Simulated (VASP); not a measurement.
# GaN (Fm-3m) in VASP: settings compared

Aim: see how the results for GaN move with the level of theory and the settings. Levels: HSE06, LDA, r2SCAN. Tasks: single point.

All numbers are computed with VASP 6.6.1; they aren't measurements. Logs are shortened: lines on timing, memory, paths and dates and some standing lists are left out, and cuts for length are marked.

## Step 1: The cell of the first run

The structure is cubic, space group Fm-3m (No. 225). Conventional cell: a = 4.299 Å, b = 4.299 Å, c = 4.299 Å, α = 90.00°, β = 90.00°, γ = 90.00°. Within 2.8 Å of Ga (site symmetry m-3m) lie 6 N at 2.15 Å. N (site symmetry m-3m) has 6 Ga at 2.15 Å within 2.8 Å.

## Step 2: Single point, HSE06

Contents of POSCAR:

```
GaN
1.0
    0.0000000000      2.1493760412      2.1493760412
    2.1493760412      0.0000000000      2.1493760412
    2.1493760412      2.1493760412      0.0000000000
Ga N
1 1
Direct
    0.0000000000      0.0000000000      0.0000000000
    0.5000000000      0.5000000000      0.5000000000
```

Contents of INCAR.step1:

```
PREC = Accurate ; ENCUT = 520
EDIFF = 1E-5 ; ISMEAR = -1
SIGMA = 0.05 ; LREAL = F
LASPH = T ; NELM = 80
ALGO = Normal ; ISIF = 2
LWAVE = T ; LCHARG = F
NBANDS = 16 ; GGA = PE
```

Contents of INCAR.step2:

```
PREC = Accurate ; ENCUT = 520
EDIFF = 1E-6 ; ISMEAR = -1
SIGMA = 0.05 ; LREAL = F
LASPH = T ; NELM = 80
ALGO = Normal ; ISIF = 2
LWAVE = F ; LCHARG = F
GGA = PE ; LHFCALC = T
HFSCREEN = 0.2079 ; PRECFOCK = Normal
NBANDS = 16 ; ISTART = 1
```

Contents of KPOINTS:

```
regular mesh
0
Gamma
  6 6 6
```

Potentials or basis: VASP PAW PBE potentials, release 64 (Ga_d, N).

On the command line:

```console
> cat potpaw_PBE.64/Ga_d/POTCAR potpaw_PBE.64/N/POTCAR > POTCAR
> cp INCAR.step1 INCAR
> mpirun -np 1 vasp_std > vasp.out
> cp INCAR.step2 INCAR
> mpirun -np 1 vasp_std > vasp.out
```

OUTCAR:

```text
PREC = Accurate
   ENCUT = 520
   EDIFF = 1E-6
   ISMEAR = -1
   LREAL = F
   LASPH = T
   NELM = 80
   ISIF = 2
   GGA = PE
   LHFCALC = T
   HFSCREEN = 0.2079
   PRECFOCK = Normal
   ISTART = 1

 ion  position               nearest neighbor table
   1  0.000  0.000  0.000-   2 2.15   2 2.15   2 2.15   2 2.15   2 2.15   2 2.15
   2  0.500  0.500  0.500-   1 2.15   1 2.15   1 2.15   1 2.15   1 2.15   1 2.15

  LATTYP: Found a face centered cubic cell.
 ALAT       =     4.2987520824

  Lattice vectors:

 A1 = (   0.0000000000,   2.1493760412,   2.1493760412)
 A2 = (   2.1493760412,   0.0000000000,   2.1493760412)
 A3 = (   2.1493760412,   2.1493760412,   0.0000000000)

Analysis of symmetry for initial positions (statically):
=====================================================================
 Subroutine PRICEL returns:
 Original cell was already a primitive cell.

 Routine SETGRP: Setting up the symmetry group for a
 face centered cubic supercell.

 Subroutine GETGRP returns: Found 48 space group operations
 (whereof 48 operations were pure point group operations)
 out of a pool of 48 trial point group operations.

The static configuration has the point symmetry O_h .

Analysis of symmetry for dynamics (positions and initial velocities):
=====================================================================
 Subroutine PRICEL returns:
 Original cell was already a primitive cell.

 Routine SETGRP: Setting up the symmetry group for a
 face centered cubic supercell.

 Subroutine GETGRP returns: Found 48 space group operations
 (whereof 48 operations were pure point group operations)
 out of a pool of 48 trial point group operations.

The dynamic configuration has the point symmetry O_h .

 Subroutine INISYM returns: Found 48 space group operations
 (whereof 48 operations are pure point group operations),
 and found     1 'primitive' translations

----------------------------------------------------------------------------------------

                                     Primitive cell

  volume of cell :      19.8594

  direct lattice vectors                    reciprocal lattice vectors
     0.000000000  2.149376041  2.149376041    -0.232625651  0.232625651  0.232625651
     2.149376041  0.000000000  2.149376041     0.232625651 -0.232625651  0.232625651
     2.149376041  2.149376041  0.000000000     0.232625651  0.232625651 -0.232625651

  length of vectors
     3.039676748  3.039676748  3.039676748     0.402919446  0.402919446  0.402919446

  position of ions in fractional coordinates (direct lattice)
     0.000000000  0.000000000  0.000000000
     0.500000000  0.500000000  0.500000000

  ion indices of the primitive-cell ions
   primitive index   ion index
                 1           1
                 2           2

----------------------------------------------------------------------------------------

 KPOINTS: regular mesh

Automatic generation of k-mesh.
 Grid dimensions read from file:
 generate k-points for:    6    6    6

 Generating k-lattice:

  Cartesian coordinates                     Fractional coordinates (reciprocal lattice)
    -0.038770942  0.038770942  0.038770942     0.166666667  0.000000000  0.000000000
     0.038770942 -0.038770942  0.038770942     0.000000000  0.166666667  0.000000000
     0.038770942  0.038770942 -0.038770942     0.000000000  0.000000000  0.166666667

  Length of vectors
     0.067153241  0.067153241  0.067153241

  Shift w.r.t. Gamma in fractional coordinates (k-lattice)
     0.000000000  0.000000000  0.000000000

 Subroutine IBZKPT returns following result:
 ===========================================

 Found     16 irreducible k-points:

 Following reciprocal coordinates:
            Coordinates               Weight
  0.000000  0.000000  0.000000      1.000000
  0.166667  0.000000  0.000000      8.000000
  0.333333  0.000000  0.000000      8.000000
  0.500000  0.000000  0.000000      4.000000
  0.166667  0.166667  0.000000      6.000000
  0.333333  0.166667  0.000000     24.000000
[... 8 lines left out ...]
 -0.333333  0.333333  0.166667     24.000000
 -0.333333  0.500000  0.166667     12.000000
   k-points           NKPTS =     16   k-points in BZ     NKDIM =    216   number of bands    NBANDS=     16
   number of dos      NEDOS =    301   number of ions     NIONS =      2
   total plane-waves  NPLWV =  13824
   dimension x,y,z NGX =    24 NGY =   24 NGZ =   24
   dimension x,y,z NGXF=    48 NGYF=   48 NGZF=   48
   ions per type =               1   1
   NGX,Y,Z   is equivalent  to a cutoff of  13.13, 13.13, 13.13 a.u.
   NGXF,Y,Z  is equivalent  to a cutoff of  26.25, 26.25, 26.25 a.u.
 SYSTEM =  unknown system
   PREC   = accura    normal or accurate (medium, high low for compatibility)
   ISTART =      1    job   : 0-new  1-cont  2-samecut
   ICHARG =      0    charge: 1-file 2-atom 10-const
   ISPIN  =      1    spin polarized calculation?
   LNONCOLLINEAR =      F non collinear calculations
   LSORBIT =      F    spin-orbit coupling
   LASPH  =      T    aspherical Exc in radial PAW
   ENCUT  =  520.0 eV  38.22 Ry    6.18 a.u.   5.65  5.65  5.65*2*pi/ulx,y,z
   NELM   =     80;   NELMIN=  2; NELMDL=  0     # of ELM steps
   EDIFF  = 0.1E-05   stopping-criterion for ELM
   LREAL  =      F    real-space projection
   EDIFFG = 0.1E-04   stopping-criterion for IOM
   NSW    =      0    number of steps for IOM
   IBRION =     -1    ionic relax: 0-MD 1-quasi-New 2-CG
   NFREE  =      0    steps in history (QN), initial steepest desc. (CG)
   ISIF   =      2    stress and relaxation
   ISYM   =      3    0-nonsym 1-usesym 2-fastsym
   POTIM  = 0.5000    time-step for ionic-motion
   TEBEG  =    0.0;   TEEND  =   0.0 temperature during run
   PSTRESS=    0.0 pullay stress
   NELECT =      18.0000    total number of electrons
   NUPDOWN=      -1.0000    fix difference up-down
   EMIN   =  10.00;   EMAX   =-10.00  energy-range for DOS
   EFERMI =   0.00;   METHOD = LEGACY
   ISMEAR =    -1;   SIGMA  =   0.05  broadening in eV -4-tet -1-fermi 0-gaus
   EFERMI_NEDOS =   21; number of points for ismear=-14 and -15
   IALGO  =     38    algorithm
   IMIX   =      1    mixing-type and parameters
     AMIX     =   0.40;   BMIX     =  1.00
     AMIX_MAG =   1.60;   BMIX_MAG =  1.00
  volume/ion in A,a.u.               =       9.93        67.01
  Fermi-wavevector in a.u.,A,eV,Ry     =   1.584321  2.993933 34.151630  2.510074
  Thomas-Fermi vector in A             =   2.683957
   LORBIT       =      0    0 simple, 1 ext, 2 COOP (PROOUT), +10 PAW based schemes
   GGA     = PE    functional components
   LHFCALC =     T    Hartree Fock is set to
   PRECFOCK=normal    Normal, Fast or Accurate (Low or Medium for compatibility)
   ENCUT4O =  -1.0   cutoff for four orbital integrals eV
   NKREDX  =     1    reduce k-point grid by
   NKREDY  =     1    reduce k-point grid by
   NKREDZ  =     1    reduce k-point grid by
   AEXX    =    0.2500 exact exchange contribution
   HFSCREEN=    0.2079 screening length (either q_TF or 0.3 A-1)
   HFSCREENC=   0.2079 screening length for correlation (either q_TF or 0.3 A-1)
   ENCUTFOCK=  -1.0 apply spherical cutoff to Coloumb kernel
   IVDW    =     0    specifies the selected vdW correction
   LEPSILON=     F    determine dielectric tensor
   LRPA    =     F    only Hartree local field effects (RPA)
 non-spin polarized calculation
  energy-cutoff  :      520.00
  volume of cell :       19.86
 maximum number of plane-waves:       544
 NGX is ok and might be reduce to    24
  NGX = 18; NGY = 18; NGZ = 18

 number of electron      17.9999998 magnetization

 Free energy of the ion-electron system (eV)
  ---------------------------------------------------
  ext. energy  EPLUGINS =         0.00000000
  ---------------------------------------------------
  free energy    TOTEN  =       -13.73141266 eV

  energy without entropy =      -13.73141262  energy(sigma->0) =      -13.73141264

 E-fermi :   7.3332     XC(G=0): -10.4335

 val. band max:        6.5682202718   @ k =  -0.1667   0.1667   0.0000
 cond. band min:       8.0283657728   @ k =   0.5000   0.5000   0.0000
 fundamental gap:      1.4601455010
 Fermi energy:         7.3332389445

 k-point     1 :       0.0000    0.0000    0.0000
  band No.  band energies     occupation
      1     -11.8769      2.00000
      2      -9.7836      2.00000
      3      -9.7836      2.00000
      4      -9.7835      2.00000
      5      -9.7530      2.00000
      6      -9.7530      2.00000
[... 8 lines left out ...]
     15      23.6785      0.00000
     16      23.6785      0.00000

 k-point     2 :       0.1667    0.0000    0.0000
  band No.  band energies     occupation
      1     -11.3405      2.00000
      2      -9.8062      2.00000
      3      -9.8062      2.00000
      4      -9.7945      2.00000
      5      -9.7344      2.00000
      6      -9.7344      2.00000
[... 8 lines left out ...]
     15      24.2444      0.00000
     16      24.2444      0.00000

 k-point     3 :       0.3333    0.0000    0.0000
  band No.  band energies     occupation
      1     -10.0724      2.00000
      2      -9.8971      2.00000
      3      -9.8971      2.00000
      4      -9.6820      2.00000
      5      -9.6497      2.00000
      6      -9.6497      2.00000
[... 8 lines left out ...]
     15      27.2836      0.00000
     16      27.2836      0.00000

 k-point     4 :       0.5000    0.0000    0.0000
  band No.  band energies     occupation
      1      -9.9427      2.00000
      2      -9.9427      2.00000
      3      -9.9057      2.00000
      4      -9.6064      2.00000
      5      -9.6064      2.00000
      6      -8.8032      2.00000
[... 8 lines left out ...]
     15      30.8548      0.00000
     16      30.8548      0.00000
[... 172 lines left out ...]
 k-point    14 :       0.5000    0.3333    0.1667
  band No.  band energies     occupation
      1     -10.6770      2.00000
      2      -9.8323      2.00000
      3      -9.8152      2.00000
      4      -9.6868      2.00000
      5      -9.6201      2.00000
      6      -7.9282      2.00000
[... 8 lines left out ...]
     15      29.6634      0.00000
     16      32.0167      0.00000

 k-point    15 :      -0.3333    0.3333    0.1667
  band No.  band energies     occupation
      1     -10.6802      2.00000
      2      -9.8496      2.00000
      3      -9.7746      2.00000
      4      -9.7459      2.00000
      5      -9.5827      2.00000
      6      -6.9875      2.00000
[... 8 lines left out ...]
     15      26.5119      0.00000
     16      33.6641      0.00000

 k-point    16 :      -0.3333    0.5000    0.1667
  band No.  band energies     occupation
      1     -10.9015      2.00000
      2      -9.8518      2.00000
      3      -9.7617      2.00000
      4      -9.6679      2.00000
      5      -9.5530      2.00000
      6      -6.3342      2.00000
[... 8 lines left out ...]
     15      29.5447      0.00000
     16      35.1910      0.00000

------------------------ aborting loop because EDIFF is reached ----------------------------------------

  FORCE on cell =-STRESS in cart. coord.  units (eV):
  Direction    XX          YY          ZZ          XY          YZ          ZX
  --------------------------------------------------------------------------------------
  -------------------------------------------------------------------------------------
  Total       -1.6018114     -1.6018114     -1.6018114     -0.0000000      0.0000000     -0.0000000
  in kB     -129.2274422   -129.2274422   -129.2274422     -0.0000000      0.0000000     -0.0000000
  external PRESSURE =    -129.2274422 kB  Pullay stress =       0.0000000 kB

 VOLUME and BASIS-vectors are now :
 -----------------------------------------------------------------------------
  energy-cutoff  :      520.00
  volume of cell :       19.86
      direct lattice vectors                 reciprocal lattice vectors
     0.000000000  2.149376041  2.149376041    -0.232625651  0.232625651  0.232625651
     2.149376041  0.000000000  2.149376041     0.232625651 -0.232625651  0.232625651
     2.149376041  2.149376041  0.000000000     0.232625651  0.232625651 -0.232625651

 POSITION                                       TOTAL-FORCE (eV/Angst)
 -----------------------------------------------------------------------------------
      0.00000      0.00000      0.00000         0.000000      0.000000      0.000000
      2.14938      2.14938      2.14938        -0.000000     -0.000000     -0.000000
 -----------------------------------------------------------------------------------
    total drift:                                0.000003      0.000004      0.000004

  FREE ENERGIE OF THE ION-ELECTRON SYSTEM (eV)
  ---------------------------------------------------
  free  energy   TOTEN  =       -13.7314126608 eV

  energy  without entropy=      -13.7314126210  energy(sigma->0) =      -13.73141264
```

Wall time 26 min (1 thread of AMD EPYC 9R45 (Zen 5), shared host); peak memory 0.22 GiB.

What came out:

| Property | Result |
| --- | --- |
| Free energy | -13.7314 eV |
| Pressure | -12.9 GPa |
| Band gap on the k mesh | 1.46 eV, indirect (least direct gap 3.36 eV) |

Caveat: the k points lie up to 0.42 Å⁻¹ apart; the PAW data sets were made with another functional, which shifts forces and pressure a little. A k mesh can miss the band edges.

## Step 3: Single point, HSE06

This run uses another cell than the first one, of 10.12 Å³/atom, 1.020 times its volume.

Contents of POSCAR:

```
GaN
1.0
    0.0000000000      2.1633334196      2.1633334196
    2.1633334196      0.0000000000      2.1633334196
    2.1633334196      2.1633334196      0.0000000000
Ga N
1 1
Direct
    0.0000000000      0.0000000000      0.0000000000
    0.5000000000      0.5000000000      0.5000000000
```

Contents of INCAR.step1:

```
SYSTEM = GaN
PREC = Accurate
ENCUT = 520
EDIFF = 1E-5
ISMEAR = -1
SIGMA = 0.05
LREAL = .False.
LASPH = .True.
NELM = 60
ALGO = Normal
ISIF = 2
LWAVE = .True.
LCHARG = .False.
GGA = PE
NBANDS = 16
```

Contents of INCAR.step2:

```
SYSTEM = GaN
PREC = Accurate
ENCUT = 520
EDIFF = 1E-6
ISMEAR = -1
SIGMA = 0.05
LREAL = .False.
LASPH = .True.
NELM = 60
ALGO = Normal
ISIF = 2
LWAVE = .False.
LCHARG = .False.
GGA = PE
LHFCALC = .True.
HFSCREEN = 0.2079
PRECFOCK = Normal
ISTART = 1
NBANDS = 16
```

Contents of KPOINTS:

```
regular mesh
0
Gamma
  6 6 6
  0 0 0
```

Potentials or basis: VASP PAW PBE potentials, release 64 (Ga_d, N).

On the command line:

```console
> cat potpaw_PBE.64/Ga_d/POTCAR potpaw_PBE.64/N/POTCAR > POTCAR
> cp INCAR.step1 INCAR
> mpirun -np 1 vasp_std > vasp.out
> cp INCAR.step2 INCAR
> mpirun -np 1 vasp_std > vasp.out
```

Wall time 28 min (1 thread of AMD EPYC 9R45 (Zen 5), shared host); peak memory 0.22 GiB.

Results (log left out):

| Quantity | Value |
| --- | --- |
| Free energy | -13.6956 eV |
| Pressure | -16.5 GPa |
| Band gap on the k mesh | 1.32 eV, indirect (least direct gap 3.10 eV) |

Levels at points of the mesh, in eV from the valence-band top:
```csv
k point,band 7,band 8,band 9,band 10,band 11,band 12
"(0.00, 0.00, 0.00)",-0.46,-0.46,-0.46,2.64,15.65,15.65
"(0.50, 0.00, 0.00)",-8.55,-0.23,-0.23,5.57,10.13,10.13
"(0.50, 0.50, 0.00)",-7.19,-3.03,-3.03,1.32,8.80,13.20
```

Caveat: the PAW data sets were made with another functional, which shifts forces and pressure a little. A k mesh can miss the band edges.

## Step 4: Single point, LDA

This run uses another cell than the first one, of 9.35 Å³/atom, 0.941 times its volume.

Contents of INCAR:

```
SYSTEM = GaN
ALGO = Normal ; EDIFF = 1E-6
ENCUT = 910 ; GGA = CA
GGA_COMPAT = .False. ; ISIF = 2
ISMEAR = -1 ; LASPH = .True.
LCHARG = .False. ; LREAL = .False.
LWAVE = .False. ; NBANDS = 16
NELM = 120 ; PREC = Accurate
SIGMA = 0.05
```

Contents of KPOINTS:

```
k-points
0
Gamma
  11 11 11
  0 0 0
```

Contents of POSCAR:

```
GaN
1.0
    0.0000000000      2.1063769354      2.1063769354
    2.1063769354      0.0000000000      2.1063769354
    2.1063769354      2.1063769354      0.0000000000
Ga N
1 1
Direct
    0.0000000000      0.0000000000      0.0000000000
    0.5000000000      0.5000000000      0.5000000000
```

Potentials or basis: VASP PAW LDA potentials, release 64 (Ga_d, N_h).

On the command line:

```console
> cat potpaw_LDA.64/Ga_d/POTCAR potpaw_LDA.64/N_h/POTCAR > POTCAR
> mpirun -np 1 vasp_std > vasp.out
```

It used 48 s of CPU time on 1 thread of AMD EPYC 7R13 Processor (Zen 3), on a shared host.

Results (log left out):

* Free energy: -13.0815 eV
* Pressure: -4.3 GPa
* Band gap on the k mesh: 0.62 eV, indirect (least direct gap 2.96 eV)

Levels at points of the mesh, in eV from the valence-band top:
| k point | band 6 | band 7 | band 8 | band 9 | band 10 | band 11 | band 12 | band 13 |
| --- | --- | --- | --- | --- | --- | --- | --- | --- |
| (0.00, 0.00, 0.00) | -14.00 | -0.55 | -0.55 | -0.55 | 2.41 | 14.70 | 14.70 | 14.70 |

Caveat: the cutoff is under 1.25 times the usual one of these potentials, so pressure, stress and relaxed cells hold a basis-set (Pulay) error.

## Step 5: Single point, r2SCAN

This run uses another cell than the first one, of 9.74 Å³/atom, 0.980 times its volume.

Contents of POSCAR:

```
GaN
1.0
    0.0000000000      2.1352350000      2.1352350000
    2.1352350000      0.0000000000      2.1352350000
    2.1352350000      2.1352350000      0.0000000000
Ga N
1 1
Direct
    0.0000000000      0.0000000000      0.0000000000
    0.5000000000      0.5000000000      0.5000000000
```

Contents of INCAR.step1:

```
PREC = Accurate
ENCUT = 910
ISMEAR = -1
SIGMA = 0.05
LREAL = F
LASPH = T
NELM = 120
NBANDS = 16
GGA = PE
ALGO = Normal
EDIFF = 1E-5
LWAVE = T
LCHARG = F
GGA_COMPAT = F
```

Contents of INCAR.step2:

```
PREC = Accurate
ENCUT = 910
EDIFF = 1E-6
ISMEAR = -1
SIGMA = 0.05
LREAL = F
LASPH = T
NELM = 120
ALGO = Normal
ISIF = 2
LWAVE = F
LCHARG = F
METAGGA = R2SCAN
LMIXTAU = T
NBANDS = 16
ISTART = 1
GGA_COMPAT = F
```

Contents of KPOINTS:

```
Automatic mesh
0
Gamma
  11 11 11
```

Potentials or basis: VASP PAW PBE potentials, release 64 (Ga_d, N_h).

On the command line:

```console
> cat potpaw_PBE.64/Ga_d/POTCAR potpaw_PBE.64/N_h/POTCAR > POTCAR
> cp INCAR.step1 INCAR
> mpirun -np 1 vasp_std > vasp.out
> cp INCAR.step2 INCAR
> mpirun -np 1 vasp_std > vasp.out
```

It took 72 s on 1 thread of Intel Xeon 6975P-C (Granite Rapids), shared host; peak memory 0.2 GiB.

Results (log left out):

```
Free energy            : -20.9605 eV
Pressure               : -7.7 GPa
Band gap on the k mesh : 1.04 eV, indirect (least direct gap 2.91 eV)
```

Levels at points of the mesh, in eV from the valence-band top:
```csv
k point,band 7,band 8,band 9,band 10,band 11,band 12
"(0.00, 0.00, 0.00)",-0.50,-0.50,-0.50,2.41,15.26,15.26
```

Caveat: the cutoff is under 1.25 times the usual one of these potentials, so pressure, stress and relaxed cells hold a basis-set (Pulay) error; the PAW data sets were made with another functional, which shifts forces and pressure a little.

## Step 6: Summary

| level | potentials or basis | cell | k mesh | cutoff (eV) | grid for exact exchange (PRECFOCK) | screening parameter | second run | gap on the mesh (eV) | pressure (GPa) |
| --- | --- | --- | --- | --- | --- | --- | --- | --- | --- |
| HSE06 | VASP PAW PBE potentials, release 64 (Ga_d, N) | a = 3.040 Å, angles 60.0°, 2 atoms | 6 × 6 × 6 | 520 | Normal | 0.2079 1/Å | - | 1.46 | -12.9 |
| HSE06 | VASP PAW PBE potentials, release 64 (Ga_d, N) | a = 3.059 Å, angles 60.0°, 2 atoms | 6 × 6 × 6 | 520 | Normal | 0.2079 1/Å | - | 1.32 | -16.5 |
| LDA | VASP PAW LDA potentials, release 64 (Ga_d, N_h) | a = 2.979 Å, angles 60.0°, 2 atoms | 11 × 11 × 11 | 910 | - | - | hard_potentials | 0.62 | -4.3 |
| r2SCAN | VASP PAW PBE potentials, release 64 (Ga_d, N_h) | a = 3.020 Å, angles 60.0°, 2 atoms | 11 × 11 × 11 | 910 | - | - | hard_potentials | 1.04 | -7.7 |

Alike in all rows: task single point; no spin polarisation; smearing fermi-dirac 0.05 eV.

Caveats: some runs use coarse meshes; the PAW data sets were made with another functional, which shifts forces and pressure a little (some runs); the cutoff is under 1.25 times the usual one of these potentials, so pressure, stress and relaxed cells hold a basis-set (Pulay) error (some runs).

Total energies depend on the potentials used, so only differences within one code and one set of settings carry meaning.
